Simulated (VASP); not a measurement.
# Ba (Fm-3m) in VASP: single point with PBEsol

Aim: the single point of Ba with PBEsol.

Everything below comes from runs of VASP 6.6.1. Logs are shortened: lines on timing, memory, paths and dates and some standing lists are left out, and cuts for length are marked.

## Step 1: The cell of the first run

It takes space group Fm-3m (No. 225, cubic). Conventional cell: a = 6.134 Å, b = 6.134 Å, c = 6.134 Å, α = 90.00°, β = 90.00°, γ = 90.00°. Ba (site symmetry m-3m) has 12 Ba at 4.34 Å within 5.7 Å.

This isn't the form of Ba at room conditions, which is bcc.

## Step 2: Single point, PBEsol

INCAR

```
SYSTEM = Ba
  ALGO = Normal
  EDIFF = 1E-7
  ENCUT = 520
  GGA = PS
  ISIF = 2
  ISMEAR = -1
  LASPH = .TRUE.
  LCHARG = .FALSE.
  LREAL = .FALSE.
  LWAVE = .FALSE.
  NBANDS = 28
  NELM = 60
  PREC = Accurate
  SIGMA = 0.05
```

KPOINTS

```
k-points
0
G
  4 4 4
  0 0 0
```

POSCAR

```
Ba
1.0
    6.1336469620      0.0000000000      0.0000000000
    0.0000000000      6.1336469620      0.0000000000
    0.0000000000      0.0000000000      6.1336469620
Ba
4
Direct
    0.0000000000      0.0000000000      0.0000000000
    0.0000000000      0.5000000000      0.5000000000
    0.5000000000      0.0000000000      0.5000000000
    0.5000000000      0.5000000000      0.0000000000
```

Potentials or basis: VASP PAW PBE potentials, release 64 (Ba_sv).

On the command line:

```
$ cat potpaw_PBE.64/Ba_sv/POTCAR > POTCAR
$ mpirun -np 1 vasp_std > vasp.out
```

OUTCAR:

```text
SYSTEM = Ba
   EDIFF = 1E-7
   ENCUT = 520
   GGA = PS
   ISIF = 2
   ISMEAR = -1
   LASPH = .TRUE.
   LREAL = .FALSE.
   NELM = 60
   PREC = Accurate

 ion  position               nearest neighbor table
   1  0.000  0.000  0.000-   2 4.34   3 4.34   4 4.34   2 4.34   3 4.34   2 4.34   4 4.34   2 4.34
                             3 4.34   4 4.34   3 4.34   4 4.34
   2  0.000  0.500  0.500-   1 4.34   3 4.34   4 4.34   1 4.34   4 4.34   1 4.34   3 4.34   1 4.34
                             3 4.34   4 4.34   4 4.34   3 4.34
   3  0.500  0.000  0.500-   1 4.34   2 4.34   4 4.34   1 4.34   4 4.34   2 4.34   4 4.34   4 4.34
                             1 4.34   2 4.34   1 4.34   2 4.34
   4  0.500  0.500  0.000-   1 4.34   2 4.34   3 4.34   2 4.34   3 4.34   1 4.34   3 4.34   3 4.34
                             1 4.34   2 4.34   2 4.34   1 4.34

  LATTYP: Found a simple cubic cell.
 ALAT       =     6.1336469620

  Lattice vectors:

 A1 = (   6.1336469620,   0.0000000000,   0.0000000000)
 A2 = (   0.0000000000,   6.1336469620,   0.0000000000)
 A3 = (   0.0000000000,   0.0000000000,   6.1336469620)

Analysis of symmetry for initial positions (statically):
=====================================================================
 Subroutine PRICEL returns following result:

  LATTYP: Found a face centered cubic cell.
 ALAT       =     6.1336469620

  Lattice vectors:

 A1 = (   3.0668234810,  -3.0668234810,   0.0000000000)
 A2 = (   3.0668234810,   0.0000000000,   3.0668234810)
 A3 = (   0.0000000000,  -3.0668234810,   3.0668234810)

   4 primitive cells build up your supercell.

 Routine SETGRP: Setting up the symmetry group for a
 simple cubic supercell.

 Subroutine GETGRP returns: Found 48 space group operations
 (whereof 48 operations were pure point group operations)
 out of a pool of 48 trial point group operations.

The static configuration has the point symmetry O_h .

Analysis of symmetry for dynamics (positions and initial velocities):
=====================================================================
 Subroutine PRICEL returns following result:

  LATTYP: Found a face centered cubic cell.
 ALAT       =     6.1336469620

  Lattice vectors:

 A1 = (   3.0668234810,  -3.0668234810,   0.0000000000)
 A2 = (   3.0668234810,   0.0000000000,   3.0668234810)
 A3 = (   0.0000000000,  -3.0668234810,   3.0668234810)

   4 primitive cells build up your supercell.

 Routine SETGRP: Setting up the symmetry group for a
 simple cubic supercell.

 Subroutine GETGRP returns: Found 48 space group operations
 (whereof 48 operations were pure point group operations)
 out of a pool of 48 trial point group operations.

The dynamic configuration has the point symmetry O_h .

 Subroutine INISYM returns: Found 48 space group operations
 (whereof 48 operations are pure point group operations),
 and found     4 'primitive' translations

----------------------------------------------------------------------------------------

                                     Primitive cell

  volume of cell :      57.6894

  direct lattice vectors                    reciprocal lattice vectors
     3.066823481 -3.066823481  0.000000000     0.163035141 -0.163035141 -0.163035141
     3.066823481  0.000000000  3.066823481     0.163035141  0.163035141  0.163035141
     0.000000000 -3.066823481  3.066823481    -0.163035141 -0.163035141  0.163035141

  length of vectors
     4.337143360  4.337143360  4.337143360     0.282385148  0.282385148  0.282385148

  position of ions in fractional coordinates (direct lattice)
     0.000000000  0.000000000  0.000000000

  ion indices of the primitive-cell ions
   primitive index   ion index
                 1           1

----------------------------------------------------------------------------------------

 KPOINTS: k-points

Automatic generation of k-mesh.
 Grid dimensions read from file:
 generate k-points for:    4    4    4

 Generating k-lattice:

  Cartesian coordinates                     Fractional coordinates (reciprocal lattice)
     0.040758785  0.000000000  0.000000000     0.250000000  0.000000000  0.000000000
     0.000000000  0.040758785  0.000000000     0.000000000  0.250000000  0.000000000
     0.000000000  0.000000000  0.040758785     0.000000000  0.000000000  0.250000000

  Length of vectors
     0.040758785  0.040758785  0.040758785

  Shift w.r.t. Gamma in fractional coordinates (k-lattice)
     0.000000000  0.000000000  0.000000000

 Subroutine IBZKPT returns following result:
 ===========================================

 Found     10 irreducible k-points:

 Following reciprocal coordinates:
            Coordinates               Weight
  0.000000  0.000000  0.000000      1.000000
  0.250000  0.000000  0.000000      6.000000
  0.500000  0.000000  0.000000      3.000000
  0.250000  0.250000  0.000000     12.000000
  0.500000  0.250000  0.000000     12.000000
  0.500000  0.500000  0.000000      3.000000
  0.250000  0.250000  0.250000      8.000000
  0.500000  0.250000  0.250000     12.000000
  0.500000  0.500000  0.250000      6.000000
  0.500000  0.500000  0.500000      1.000000
   k-points           NKPTS =     10   k-points in BZ     NKDIM =     10   number of bands    NBANDS=     28
   number of dos      NEDOS =    301   number of ions     NIONS =      4
   total plane-waves  NPLWV = 110592
   dimension x,y,z NGX =    48 NGY =   48 NGZ =   48
   dimension x,y,z NGXF=    96 NGYF=   96 NGZF=   96
   ions per type =               4
   NGX,Y,Z   is equivalent  to a cutoff of  13.01, 13.01, 13.01 a.u.
   NGXF,Y,Z  is equivalent  to a cutoff of  26.02, 26.02, 26.02 a.u.
 SYSTEM =  Ba
   PREC   = accura    normal or accurate (medium, high low for compatibility)
   ISTART =      0    job   : 0-new  1-cont  2-samecut
   ICHARG =      2    charge: 1-file 2-atom 10-const
   ISPIN  =      1    spin polarized calculation?
   LNONCOLLINEAR =      F non collinear calculations
   LSORBIT =      F    spin-orbit coupling
   LASPH  =      T    aspherical Exc in radial PAW
   ENCUT  =  520.0 eV  38.22 Ry    6.18 a.u.  11.40 11.40 11.40*2*pi/ulx,y,z
   NELM   =     60;   NELMIN=  2; NELMDL= -5     # of ELM steps
   EDIFF  = 0.1E-06   stopping-criterion for ELM
   LREAL  =      F    real-space projection
   EDIFFG = 0.1E-05   stopping-criterion for IOM
   NSW    =      0    number of steps for IOM
   IBRION =     -1    ionic relax: 0-MD 1-quasi-New 2-CG
   NFREE  =      0    steps in history (QN), initial steepest desc. (CG)
   ISIF   =      2    stress and relaxation
   ISYM   =      2    0-nonsym 1-usesym 2-fastsym
   POTIM  = 0.5000    time-step for ionic-motion
   TEBEG  =    0.0;   TEEND  =   0.0 temperature during run
   PSTRESS=    0.0 pullay stress
   NELECT =      40.0000    total number of electrons
   NUPDOWN=      -1.0000    fix difference up-down
   EMIN   =  10.00;   EMAX   =-10.00  energy-range for DOS
   EFERMI =   0.00;   METHOD = LEGACY
   ISMEAR =    -1;   SIGMA  =   0.05  broadening in eV -4-tet -1-fermi 0-gaus
   EFERMI_NEDOS =   21; number of points for ismear=-14 and -15
   IALGO  =     38    algorithm
   IMIX   =      4    mixing-type and parameters
     AMIX     =   0.40;   BMIX     =  1.00
     AMIX_MAG =   1.60;   BMIX_MAG =  1.00
  volume/ion in A,a.u.               =      57.69       389.31
  Fermi-wavevector in a.u.,A,eV,Ry     =   0.912801  1.724944 11.336448  0.833205
  Thomas-Fermi vector in A             =   2.037239
   LORBIT       =      0    0 simple, 1 ext, 2 COOP (PROOUT), +10 PAW based schemes
   GGA     = PS    functional components
   LHFCALC =     F    Hartree Fock is set to
   AEXX    =    0.0000 exact exchange contribution
   IVDW    =     0    specifies the selected vdW correction
   LEPSILON=     F    determine dielectric tensor
   LRPA    =     F    only Hartree local field effects (RPA)
 non-spin polarized calculation
  energy-cutoff  :      520.00
  volume of cell :      230.76
 maximum number of plane-waves:      6239
 NGX is ok and might be reduce to    48
   NGX = 23   NGY = 23   NGZ = 23

 number of electron      39.9999996 magnetization

 Free energy of the ion-electron system (eV)
  ---------------------------------------------------
  ext. energy  EPLUGINS =         0.00000000
  ---------------------------------------------------
  free energy    TOTEN  =        -8.56417439 eV

  energy without entropy =       -8.51289978  energy(sigma->0) =       -8.53853709

 E-fermi :   1.9260     XC(G=0):  -7.7953

 val. band max:        1.8825145592   @ k =   0.2500   0.0000   0.0000
 cond. band min:       2.0019299134   @ k =   0.5000   0.2500   0.0000
 fundamental gap:      0.1194153542
 Fermi energy:         1.9260053233

 k-point     1 :       0.0000    0.0000    0.0000
  band No.  band energies     occupation
      1     -26.8471      2.00000
      2     -26.7679      2.00000
      3     -26.7679      2.00000
      4     -26.7679      2.00000
      5     -12.3027      2.00000
      6     -12.3027      2.00000
[... 20 lines left out ...]
     27       4.3034      0.00000
     28       4.3034      0.00000

 k-point     2 :       0.2500    0.0000    0.0000
  band No.  band energies     occupation
      1     -26.8356      2.00000
      2     -26.7795      2.00000
      3     -26.7678      2.00000
      4     -26.7678      2.00000
      5     -12.2530      2.00000
      6     -12.2530      2.00000
[... 20 lines left out ...]
     27       3.6907      0.00000
     28       3.9737      0.00000

 k-point     3 :       0.5000    0.0000    0.0000
  band No.  band energies     occupation
      1     -26.8076      2.00000
      2     -26.8076      2.00000
      3     -26.7677      2.00000
      4     -26.7677      2.00000
      5     -12.1294      2.00000
      6     -12.1294      2.00000
[... 20 lines left out ...]
     27       3.6614      0.00000
     28       3.6614      0.00000

 k-point     4 :       0.2500    0.2500    0.0000
  band No.  band energies     occupation
      1     -26.8257      2.00000
      2     -26.7777      2.00000
      3     -26.7777      2.00000
      4     -26.7694      2.00000
      5     -12.2161      2.00000
      6     -12.2161      2.00000
[... 20 lines left out ...]
     27       3.3872      0.00000
     28       3.8678      0.00000

 k-point     5 :       0.5000    0.2500    0.0000
  band No.  band energies     occupation
      1     -26.8017      2.00000
      2     -26.8017      2.00000
      3     -26.7735      2.00000
      4     -26.7735      2.00000
      5     -12.1709      2.00000
      6     -12.1709      2.00000
[... 20 lines left out ...]
     27       3.3104      0.00000
     28       3.3104      0.00000

 k-point     6 :       0.5000    0.5000    0.0000
  band No.  band energies     occupation
      1     -26.7876      2.00000
      2     -26.7876      2.00000
      3     -26.7876      2.00000
      4     -26.7876      2.00000
      5     -12.1743      2.00000
      6     -12.1743      2.00000
[... 20 lines left out ...]
     27       2.7612      0.00000
     28       2.7612      0.00000

 k-point     7 :       0.2500    0.2500    0.2500
  band No.  band energies     occupation
      1     -26.8174      2.00000
      2     -26.7777      2.00000
      3     -26.7777      2.00000
      4     -26.7777      2.00000
      5     -12.2387      2.00000
      6     -12.2387      2.00000
[... 20 lines left out ...]
     27       3.0999      0.00000
     28       3.9180      0.00000

 k-point     8 :       0.5000    0.2500    0.2500
  band No.  band energies     occupation
      1     -26.7975      2.00000
      2     -26.7975      2.00000
      3     -26.7776      2.00000
      4     -26.7776      2.00000
      5     -12.2599      2.00000
      6     -12.2599      2.00000
[... 20 lines left out ...]
     27       3.3987      0.00000
     28       3.3987      0.00000

 k-point     9 :       0.5000    0.5000    0.2500
  band No.  band energies     occupation
      1     -26.7875      2.00000
      2     -26.7875      2.00000
      3     -26.7875      2.00000
      4     -26.7875      2.00000
      5     -12.2792      2.00000
      6     -12.2792      2.00000
[... 20 lines left out ...]
     27       3.3225      0.00000
     28       3.3225      0.00000

 k-point    10 :       0.5000    0.5000    0.5000
  band No.  band energies     occupation
      1     -26.7874      2.00000
      2     -26.7874      2.00000
      3     -26.7874      2.00000
      4     -26.7874      2.00000
      5     -12.3442      2.00000
      6     -12.3442      2.00000
[... 20 lines left out ...]
     27       3.5620      0.00000
     28       3.5620      0.00000

------------------------ aborting loop because EDIFF is reached ----------------------------------------

  FORCE on cell =-STRESS in cart. coord.  units (eV):
  Direction    XX          YY          ZZ          XY          YZ          ZX
  --------------------------------------------------------------------------------------
  -------------------------------------------------------------------------------------
  Total        0.0901002      0.0901002      0.0901002     -0.0000000     -0.0000000      0.0000000
  in kB        0.6255762      0.6255762      0.6255762     -0.0000000     -0.0000000      0.0000000
  external PRESSURE =       0.6255762 kB  Pullay stress =       0.0000000 kB

 VOLUME and BASIS-vectors are now :
 -----------------------------------------------------------------------------
  energy-cutoff  :      520.00
  volume of cell :      230.76
      direct lattice vectors                 reciprocal lattice vectors
     6.133646962  0.000000000  0.000000000     0.163035141  0.000000000  0.000000000
     0.000000000  6.133646962  0.000000000     0.000000000  0.163035141  0.000000000
     0.000000000  0.000000000  6.133646962     0.000000000  0.000000000  0.163035141

 POSITION                                       TOTAL-FORCE (eV/Angst)
 -----------------------------------------------------------------------------------
      0.00000      0.00000      0.00000        -0.000000     -0.000000     -0.000000
      0.00000      3.06682      3.06682         0.000000     -0.000000     -0.000000
      3.06682      0.00000      3.06682         0.000000      0.000000      0.000000
      3.06682      3.06682      0.00000         0.000000      0.000000      0.000000
 -----------------------------------------------------------------------------------
    total drift:                                0.000000     -0.000000     -0.000000

  FREE ENERGIE OF THE ION-ELECTRON SYSTEM (eV)
  ---------------------------------------------------
  free  energy   TOTEN  =        -8.5641743914 eV

  energy  without entropy=       -8.5128997799  energy(sigma->0) =       -8.53853709
```

It took 42 s on 1 thread of Oxide Virtual Turin-like, shared host; peak memory 0.29 GiB.

What came out:

```yaml
Free_energy: -8.5642 eV
Pressure: 0.1 GPa
Band_gap_on_the_k_mesh: zero (bands 20 and 21 overlap by 0.41 eV)
```

Caveat: the PAW data sets were made with another functional, which shifts forces and pressure a little; spin-orbit coupling is left out, which moves the levels of the heavy elements.

The gap in the log of VASP goes by the Fermi energy; the results here count the filled bands.